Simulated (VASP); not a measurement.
# Nb2Si (Fd-3m) in VASP: a series of runs

Nb2Si is run at these levels: PBE; tasks: single point, relaxation of cell and atoms.

Program: VASP 6.6.1. These are calculated values, not measurements. Logs are shortened: lines on timing, memory, paths and dates and some standing lists are left out, and cuts for length are marked.

## 1. The cell of the first run

The structure is cubic, space group Fd-3m (No. 227). Conventional cell: a = 7.219 Å, b = 7.219 Å, c = 7.219 Å, α = 90.00°, β = 90.00°, γ = 90.00°. Within 3.4 Å of Nb (site symmetry -3m) lie 6 Nb at 2.55 Å and 6 Si at 2.99 Å. Si (site symmetry -43m) has 12 Nb at 2.99 Å and 4 Si at 3.13 Å within 3.9 Å.

## 2. Single point, PBE

INCAR

```
PREC = Accurate
ENCUT = 520
EDIFF = 1E-7
ISMEAR = 0
SIGMA = 0.1
LREAL = False
LASPH = True
NELM = 100
ALGO = Fast
ISIF = 2
LWAVE = False
LCHARG = False
GGA = PE
NBANDS = 39
```

KPOINTS

```
regular mesh
0
Gamma
  4 4 4
```

POSCAR

```
Nb2Si
1.0
    0.0000000000      3.6094012044      3.6094012044
    3.6094012044      0.0000000000      3.6094012044
    3.6094012044      3.6094012044      0.0000000000
Nb Si
4 2
Direct
    0.6250000000      0.6250000000      0.6250000000
    0.1250000000      0.6250000000      0.6250000000
    0.6250000000      0.6250000000      0.1250000000
    0.6250000000      0.1250000000      0.6250000000
    0.0000000000      0.0000000000      0.0000000000
    0.2500000000      0.2500000000      0.2500000000
```

Potentials or basis: VASP PAW PBE potentials, release 64 (Nb_sv, Si).

The run is started by

```
$ cat potpaw_PBE.64/Nb_sv/POTCAR potpaw_PBE.64/Si/POTCAR > POTCAR
$ mpirun -np 1 vasp_std > vasp.out
```

OUTCAR:

```text
PREC = Accurate
   ENCUT = 520
   EDIFF = 1E-7
   ISMEAR = 0
   LREAL = False
   LASPH = True
   NELM = 100
   ISIF = 2
   GGA = PE

 ion  position               nearest neighbor table
   1  0.625  0.625  0.625-   2 2.55   3 2.55   4 2.55   3 2.55   4 2.55   2 2.55   6 2.99   5 2.99
                             6 2.99   5 2.99   6 2.99   5 2.99
   2  0.125  0.625  0.625-   1 2.55   3 2.55   4 2.55   1 2.55   3 2.55   4 2.55   6 2.99   5 2.99
                             5 2.99   6 2.99   5 2.99   6 2.99
   3  0.625  0.625  0.125-   1 2.55   1 2.55   2 2.55   4 2.55   4 2.55   2 2.55   6 2.99   5 2.99
                             6 2.99   5 2.99   6 2.99   5 2.99
   4  0.625  0.125  0.625-   1 2.55   3 2.55   1 2.55   2 2.55   3 2.55   2 2.55   6 2.99   5 2.99
                             6 2.99   5 2.99   6 2.99   5 2.99
   5  0.000  0.000  0.000-   2 2.99   3 2.99   4 2.99   1 2.99   2 2.99   3 2.99   1 2.99   2 2.99
                             4 2.99   1 2.99   3 2.99   4 2.99   6 3.13   6 3.13   6 3.13   6 3.13
   6  0.250  0.250  0.250-   2 2.99   3 2.99   4 2.99   1 2.99   2 2.99   4 2.99   1 2.99   2 2.99
                             3 2.99   1 2.99   3 2.99   4 2.99   5 3.13   5 3.13   5 3.13   5 3.13

  LATTYP: Found a face centered cubic cell.
 ALAT       =     7.2188024088

  Lattice vectors:

 A1 = (   0.0000000000,   3.6094012044,   3.6094012044)
 A2 = (   3.6094012044,   0.0000000000,   3.6094012044)
 A3 = (   3.6094012044,   3.6094012044,   0.0000000000)

Analysis of symmetry for initial positions (statically):
=====================================================================
 Subroutine PRICEL returns:
 Original cell was already a primitive cell.

 Routine SETGRP: Setting up the symmetry group for a
 face centered cubic supercell.

 Subroutine GETGRP returns: Found 48 space group operations
 (whereof 24 operations were pure point group operations)
 out of a pool of 48 trial point group operations.

The static configuration has the point symmetry T_d .
 The point group associated with its full space group is O_h .

Analysis of symmetry for dynamics (positions and initial velocities):
=====================================================================
 Subroutine PRICEL returns:
 Original cell was already a primitive cell.

 Routine SETGRP: Setting up the symmetry group for a
 face centered cubic supercell.

 Subroutine GETGRP returns: Found 48 space group operations
 (whereof 24 operations were pure point group operations)
 out of a pool of 48 trial point group operations.

The dynamic configuration has the point symmetry T_d .
 The point group associated with its full space group is O_h .

[... 95 lines left out ...]
   ISIF   =      2    stress and relaxation
   ISYM   =      2    0-nonsym 1-usesym 2-fastsym
   POTIM  = 0.5000    time-step for ionic-motion
   TEBEG  =    0.0;   TEEND  =   0.0 temperature during run
   PSTRESS=    0.0 pullay stress
   NELECT =      60.0000    total number of electrons
   NUPDOWN=      -1.0000    fix difference up-down
   EMIN   =  10.00;   EMAX   =-10.00  energy-range for DOS
   EFERMI =   0.00;   METHOD = LEGACY
   ISMEAR =     0;   SIGMA  =   0.10  broadening in eV -4-tet -1-fermi 0-gaus
   EFERMI_NEDOS =   21; number of points for ismear=-14 and -15
   IALGO  =     68    algorithm
   IMIX   =      4    mixing-type and parameters
     AMIX     =   0.40;   BMIX     =  1.00
     AMIX_MAG =   1.60;   BMIX_MAG =  1.00
  volume/ion in A,a.u.               =      15.67       105.77
  Fermi-wavevector in a.u.,A,eV,Ry     =   1.409332  2.663252 27.024132  1.986218
  Thomas-Fermi vector in A             =   2.531399
   LORBIT       =      0    0 simple, 1 ext, 2 COOP (PROOUT), +10 PAW based schemes
   GGA     = PE    functional components
   LHFCALC =     F    Hartree Fock is set to
   AEXX    =    0.0000 exact exchange contribution
   IVDW    =     0    specifies the selected vdW correction
   LEPSILON=     F    determine dielectric tensor
   LRPA    =     F    only Hartree local field effects (RPA)
 non-spin polarized calculation
 RMM-DIIS sequential band-by-band and
 Gauss-broadening in eV      SIGMA  =   0.10
  energy-cutoff  :      520.00
  volume of cell :       94.04
 maximum number of plane-waves:      2637
 NGX is ok and might be reduce to    40
   NGX = 19   NGY = 19   NGZ = 19

 number of electron      59.9999998 magnetization

 Free energy of the ion-electron system (eV)
  ---------------------------------------------------
  ext. energy  EPLUGINS =         0.00000000
  ---------------------------------------------------
  free energy    TOTEN  =       -47.87793793 eV

  energy without entropy =      -47.83871855  energy(sigma->0) =      -47.85832824

 E-fermi :  12.1385     XC(G=0): -12.3826

 val. band max:       11.9929554109   @ k =   0.2500   0.2500   0.0000
 cond. band min:      12.1455289396   @ k =   0.5000   0.2500   0.0000
 fundamental gap:      0.1525735287
 Fermi energy:        12.1384880709

 k-point     1 :       0.0000    0.0000    0.0000
  band No.  band energies     occupation
      1     -42.8808      2.00000
      2     -42.1607      2.00000
      3     -42.1607      2.00000
      4     -42.1607      2.00000
      5     -21.0572      2.00000
      6     -19.5407      2.00000
[... 325 lines left out ...]
     38      14.9790      0.00000
     39      16.8145      0.00000

------------------------ aborting loop because EDIFF is reached ----------------------------------------

  FORCE on cell =-STRESS in cart. coord.  units (eV):
  Direction    XX          YY          ZZ          XY          YZ          ZX
  --------------------------------------------------------------------------------------
  -------------------------------------------------------------------------------------
  Total       14.9490667     14.9490667     14.9490667      0.0000000     -0.0000000      0.0000000
  in kB      254.6766854    254.6766854    254.6766854      0.0000000     -0.0000000      0.0000000
  external PRESSURE =     254.6766854 kB  Pullay stress =       0.0000000 kB

 VOLUME and BASIS-vectors are now :
 -----------------------------------------------------------------------------
  energy-cutoff  :      520.00
  volume of cell :       94.04
      direct lattice vectors                 reciprocal lattice vectors
     0.000000000  3.609401204  3.609401204    -0.138527133  0.138527133  0.138527133
     3.609401204  0.000000000  3.609401204     0.138527133 -0.138527133  0.138527133
     3.609401204  3.609401204  0.000000000     0.138527133  0.138527133 -0.138527133

 POSITION                                       TOTAL-FORCE (eV/Angst)
 -----------------------------------------------------------------------------------
      4.51175      4.51175      4.51175         0.000000      0.000000     -0.000000
      4.51175      2.70705      2.70705         0.000000      0.000000      0.000000
      2.70705      2.70705      4.51175         0.000000      0.000000      0.000000
      2.70705      4.51175      2.70705         0.000000      0.000000     -0.000000
      0.00000      0.00000      0.00000         0.000000      0.000000      0.000000
      1.80470      1.80470      1.80470        -0.000000     -0.000000     -0.000000
 -----------------------------------------------------------------------------------
    total drift:                                0.000000      0.000000      0.000000

  FREE ENERGIE OF THE ION-ELECTRON SYSTEM (eV)
  ---------------------------------------------------
  free  energy   TOTEN  =       -47.8779379287 eV

  energy  without entropy=      -47.8387185471  energy(sigma->0) =      -47.85832824
```

OSZICAR:

```text
N       E                     dE             d eps       ncg     rms          rms(c)
DAV:   1     0.747856421858E+03    0.74786E+03   -0.32140E+04   624   0.156E+03
DAV:   2     0.154489993078E+02   -0.73241E+03   -0.71221E+03   743   0.644E+02
DAV:   3    -0.451446283568E+02   -0.60594E+02   -0.58736E+02  1112   0.131E+02
DAV:   4    -0.488852564980E+02   -0.37406E+01   -0.36952E+01  1048   0.306E+01
[... 28 lines left out ...]
RMM:  33    -0.478779373640E+02   -0.28944E-06   -0.22500E-06   747   0.457E-03    0.950E-04
RMM:  34    -0.478779375483E+02   -0.18427E-06   -0.15523E-06   712   0.412E-03    0.812E-04
RMM:  35    -0.478779376275E+02   -0.79212E-07   -0.13108E-06   692   0.359E-03    0.557E-04
RMM:  36    -0.478779378643E+02   -0.23681E-06   -0.87408E-07   699   0.377E-03    0.103E-03
RMM:  37    -0.478779379287E+02   -0.64320E-07   -0.67760E-07   671   0.321E-03
   1 F= -.47877938E+02 E0= -.47858328E+02  d E =-.392194E-01
```

stdout:

```text
POSCAR found type information on POSCAR NbSi
 POSCAR found :  2 types and       6 ions
 scaLAPACK will be used
[... 24 lines left out ...]
 num prob  num prob  num prob  num prob  num prob  num prob  num prob  num prob  num prob  num prob  num prob  num prob  num prob  num prob  num prob  num prob  num prob RMM:  35    -0.478779376275E+02   -0.79212E-07   -0.13108E-06   692   0.359E-03    0.557E-04
 num prob  num prob  num prob  num prob  num prob  num prob  num prob  num prob  num prob  num prob  num prob  num prob RMM:  36    -0.478779378643E+02   -0.23681E-06   -0.87408E-07   699   0.377E-03    0.103E-03
 num prob  num prob  num prob  num prob  num prob  num prob  num prob  num prob  num prob  num prob  num prob  num prob  num prob  num prob  num prob  num prob RMM:  37    -0.478779379287E+02   -0.64320E-07   -0.67760E-07   671   0.321E-03
```

Run time: 2.4 min. Hardware: 1 thread of Intel Xeon Platinum 8259CL at 2.50GHz (Skylake/Cascade Lake), shared host; peak memory 0.24 GiB.

Results:

| Quantity | Value |
| --- | --- |
| Free energy | -47.8779 eV |
| Pressure | 25.5 GPa |
| Band gap on the k mesh | zero (band 30 reaches 12.22 eV, above the bottom of band 31 at 11.97 eV) |

Caveat: the k points lie up to 0.38 Å⁻¹ apart.

## 3. Single point, PBE

This run uses another cell than the first one, of 18.12 Å³/atom, 1.156 times its volume.

INCAR

```
SYSTEM = Nb2Si
PREC = Accurate ; ENCUT = 520
EDIFF = 1E-6 ; ISMEAR = 0
SIGMA = 0.1 ; LREAL = .False.
LASPH = .True. ; NELM = 80
ALGO = Normal ; ISIF = 2
LWAVE = .False. ; LCHARG = .True.
GGA = PE ; LELF = .True.
LVHAR = .True. ; NBANDS = 39
```

KPOINTS

```
regular mesh
0
Gamma
  4 4 4
  0 0 0
```

POSCAR: that of step 2 with these lines changed.

```diff
@@ -2,5 +2,5 @@
 1.0
-    0.0000000000      3.6094012044      3.6094012044
-    3.6094012044      0.0000000000      3.6094012044
-    3.6094012044      3.6094012044      0.0000000000
+    0.0000000000      3.7884273436      3.7884273436
+    3.7884273436      0.0000000000      3.7884273436
+    3.7884273436      3.7884273436      0.0000000000
 Nb Si
```

Potentials or basis: VASP PAW PBE potentials, release 64 (Nb_sv, Si).

The run is started by

```
$ cat potpaw_PBE.64/Nb_sv/POTCAR potpaw_PBE.64/Si/POTCAR > POTCAR
$ mpirun -np 1 vasp_std > vasp.out
```

OUTCAR:

```text
SYSTEM = Nb2Si
   PREC = Accurate
   ENCUT = 520
   EDIFF = 1E-6
   ISMEAR = 0
   LREAL = .False.
   LASPH = .True.
   NELM = 80
   ISIF = 2
   GGA = PE

 ion  position               nearest neighbor table
   1  0.625  0.625  0.625-   2 2.68   3 2.68   4 2.68   3 2.68   4 2.68   2 2.68
   2  0.125  0.625  0.625-   1 2.68   3 2.68   4 2.68   1 2.68   3 2.68   4 2.68
   3  0.625  0.625  0.125-   1 2.68   1 2.68   2 2.68   4 2.68   4 2.68   2 2.68
   4  0.625  0.125  0.625-   1 2.68   3 2.68   1 2.68   2 2.68   3 2.68   2 2.68
   5  0.000  0.000  0.000-
   6  0.250  0.250  0.250-

  LATTYP: Found a face centered cubic cell.
 ALAT       =     7.5768546872

  Lattice vectors:

 A1 = (   0.0000000000,   3.7884273436,   3.7884273436)
 A2 = (   3.7884273436,   0.0000000000,   3.7884273436)
 A3 = (   3.7884273436,   3.7884273436,   0.0000000000)

Analysis of symmetry for initial positions (statically):
=====================================================================
 Subroutine PRICEL returns:
 Original cell was already a primitive cell.

 Routine SETGRP: Setting up the symmetry group for a
 face centered cubic supercell.

 Subroutine GETGRP returns: Found 48 space group operations
 (whereof 24 operations were pure point group operations)
 out of a pool of 48 trial point group operations.

The static configuration has the point symmetry T_d .
 The point group associated with its full space group is O_h .

Analysis of symmetry for dynamics (positions and initial velocities):
=====================================================================
 Subroutine PRICEL returns:
 Original cell was already a primitive cell.

 Routine SETGRP: Setting up the symmetry group for a
 face centered cubic supercell.

[... 112 lines left out ...]
   EFERMI_NEDOS =   21; number of points for ismear=-14 and -15
   IALGO  =     38    algorithm
   IMIX   =      4    mixing-type and parameters
     AMIX     =   0.40;   BMIX     =  1.00
     AMIX_MAG =   1.60;   BMIX_MAG =  1.00
  volume/ion in A,a.u.               =      18.12       122.31
  Fermi-wavevector in a.u.,A,eV,Ry     =   1.342733  2.537397 24.530373  1.802932
  Thomas-Fermi vector in A             =   2.470863
   LORBIT       =      0    0 simple, 1 ext, 2 COOP (PROOUT), +10 PAW based schemes
   GGA     = PE    functional components
   LHFCALC =     F    Hartree Fock is set to
   AEXX    =    0.0000 exact exchange contribution
   IVDW    =     0    specifies the selected vdW correction
   LEPSILON=     F    determine dielectric tensor
   LRPA    =     F    only Hartree local field effects (RPA)
 non-spin polarized calculation
 Gauss-broadening in eV      SIGMA  =   0.10
  energy-cutoff  :      520.00
  volume of cell :      108.74
 maximum number of plane-waves:      2954
   NGX = 19   NGY = 19   NGZ = 19

 number of electron      59.9999996 magnetization

 Free energy of the ion-electron system (eV)
  ---------------------------------------------------
  ext. energy  EPLUGINS =         0.00000000
  ---------------------------------------------------
  free energy    TOTEN  =       -48.90386034 eV

  energy without entropy =      -48.84628582  energy(sigma->0) =      -48.87507308

 E-fermi :  10.1548     XC(G=0): -11.6752

 val. band max:       10.1271563268   @ k =   0.5000   0.5000   0.0000
 cond. band min:      10.1706486210   @ k =   0.2500   0.2500   0.0000
 fundamental gap:      0.0434922942
 Fermi energy:        10.1547924338

 k-point     1 :       0.0000    0.0000    0.0000
  band No.  band energies     occupation
      1     -44.7929      2.00000
      2     -44.3627      2.00000
      3     -44.3627      2.00000
      4     -44.3627      2.00000
      5     -22.2297      2.00000
      6     -21.2836      2.00000
[... 325 lines left out ...]
     38      12.2288      0.00000
     39      13.9839      0.00000

------------------------ aborting loop because EDIFF is reached ----------------------------------------

  FORCE on cell =-STRESS in cart. coord.  units (eV):
  Direction    XX          YY          ZZ          XY          YZ          ZX
  --------------------------------------------------------------------------------------
  -------------------------------------------------------------------------------------
  Total       -0.1015797     -0.1015797     -0.1015797      0.0000000     -0.0000000      0.0000000
  in kB       -1.4966173     -1.4966173     -1.4966173      0.0000000     -0.0000000      0.0000000
  external PRESSURE =      -1.4966173 kB  Pullay stress =       0.0000000 kB

 VOLUME and BASIS-vectors are now :
 -----------------------------------------------------------------------------
  energy-cutoff  :      520.00
  volume of cell :      108.74
      direct lattice vectors                 reciprocal lattice vectors
     0.000000000  3.788427344  3.788427344    -0.131980887  0.131980887  0.131980887
     3.788427344  0.000000000  3.788427344     0.131980887 -0.131980887  0.131980887
     3.788427344  3.788427344  0.000000000     0.131980887  0.131980887 -0.131980887

 POSITION                                       TOTAL-FORCE (eV/Angst)
 -----------------------------------------------------------------------------------
      4.73553      4.73553      4.73553         0.000000      0.000000     -0.000000
      4.73553      2.84132      2.84132         0.000000      0.000000     -0.000000
      2.84132      2.84132      4.73553         0.000000      0.000000     -0.000000
      2.84132      4.73553      2.84132         0.000000      0.000000     -0.000000
      0.00000      0.00000      0.00000         0.000000      0.000000      0.000000
      1.89421      1.89421      1.89421        -0.000000     -0.000000     -0.000000
 -----------------------------------------------------------------------------------
    total drift:                                0.000000      0.000000      0.000000

  FREE ENERGIE OF THE ION-ELECTRON SYSTEM (eV)
  ---------------------------------------------------
  free  energy   TOTEN  =       -48.9038603403 eV

  energy  without entropy=      -48.8462858160  energy(sigma->0) =      -48.87507308
```

OSZICAR:

```text
N       E                     dE             d eps       ncg     rms          rms(c)
DAV:   1     0.707846761463E+03    0.70785E+03   -0.31950E+04   624   0.153E+03
DAV:   2     0.126338917911E+02   -0.69521E+03   -0.67636E+03   742   0.619E+02
DAV:   3    -0.466218666689E+02   -0.59256E+02   -0.57497E+02  1112   0.125E+02
DAV:   4    -0.502810113668E+02   -0.36591E+01   -0.36043E+01  1040   0.299E+01
DAV:   5    -0.505023964031E+02   -0.22139E+00   -0.22063E+00  1096   0.738E+00    0.155E+01
DAV:   6    -0.490801854993E+02    0.14222E+01   -0.26729E+00   912   0.116E+01    0.608E+00
DAV:   7    -0.488793527438E+02    0.20083E+00   -0.12665E+00  1000   0.654E+00    0.173E+00
DAV:   8    -0.488968219618E+02   -0.17469E-01   -0.13482E-01  1080   0.194E+00    0.128E+00
DAV:   9    -0.489048597199E+02   -0.80378E-02   -0.41132E-02   888   0.144E+00    0.264E-01
DAV:  10    -0.489037579883E+02    0.11017E-02   -0.50012E-03   912   0.445E-01    0.148E-01
DAV:  11    -0.489038747202E+02   -0.11673E-03   -0.61292E-04  1008   0.149E-01    0.196E-02
DAV:  12    -0.489038607495E+02    0.13971E-04   -0.87895E-05   944   0.377E-02    0.130E-02
DAV:  13    -0.489038603403E+02    0.40916E-06   -0.72545E-06   784   0.184E-02
   1 F= -.48903860E+02 E0= -.48875073E+02  d E =-.575745E-01
```

Run time: 46 s. Hardware: 1 thread of Intel Xeon Platinum 8259CL at 2.50GHz (Skylake/Cascade Lake), shared host; peak memory 0.23 GiB.

What came out:

| Quantity | Value |
| --- | --- |
| Free energy | -48.9039 eV |
| Pressure | -0.1 GPa |
| Band gap on the k mesh | 0.04 eV, indirect (least direct gap 0.10 eV) |

A k mesh can miss the band edges.

## 4. Single point, PBE

This run uses another cell than the first one, of 18.12 Å³/atom, 1.156 times its volume.

INCAR

```
SYSTEM = Nb2Si
PREC = Accurate
ENCUT = 520
EDIFF = 1E-6
ISMEAR = 0
SIGMA = 0.1
LREAL = .False.
LASPH = .True.
NELM = 80
ALGO = Fast
ISIF = 2
LWAVE = .False.
LCHARG = .False.
GGA = PE
NBANDS = 39
```

KPOINTS

```
regular mesh
0
Gamma
  8 8 8
  0 0 0
```

POSCAR

```
Nb2Si
1.0
    0.0000000000      3.7878191183      3.7878191183
    3.7878191183      0.0000000000      3.7878191183
    3.7878191183      3.7878191183      0.0000000000
Nb Si
4 2
Direct
    0.1250000000      0.1250000000      0.1250000000
    0.6250000000      0.1250000000      0.1250000000
    0.1250000000      0.1250000000      0.6250000000
    0.1250000000      0.6250000000      0.1250000000
    0.5000000000      0.5000000000      0.5000000000
    0.7500000000      0.7500000000      0.7500000000
```

The run is started by

```
$ cat potpaw_PBE.64/Nb_sv/POTCAR potpaw_PBE.64/Si/POTCAR > POTCAR
$ mpirun -np 1 vasp_std > vasp.out
```

Run time: 5.4 min. Hardware: 1 thread of Intel Xeon Platinum 8259CL at 2.50GHz (Skylake/Cascade Lake), shared host; peak memory 0.29 GiB.

The run converged. Its results:

```yaml
Free_energy: -49.2206 eV
Pressure: -0.2 GPa
Band_gap_on_the_k_mesh: zero (band 30 reaches 10.21 eV, above the bottom of band 31 at 9.93 eV)
```

Levels at points of the mesh, in eV from the Fermi level:
```tsv
k point	band 28	band 29	band 30	band 31	band 32	band 33
(0.00, 0.00, 0.00)	-0.52	-0.52	-0.52	2.88	2.88	2.88
(0.50, 0.00, 0.00)	-0.08	-0.08	-0.01	0.10	0.10	0.49
(0.50, 0.50, 0.00)	-0.75	0.04	0.04	0.26	0.26	0.29
```

(Part 1 of 2 ends here.)
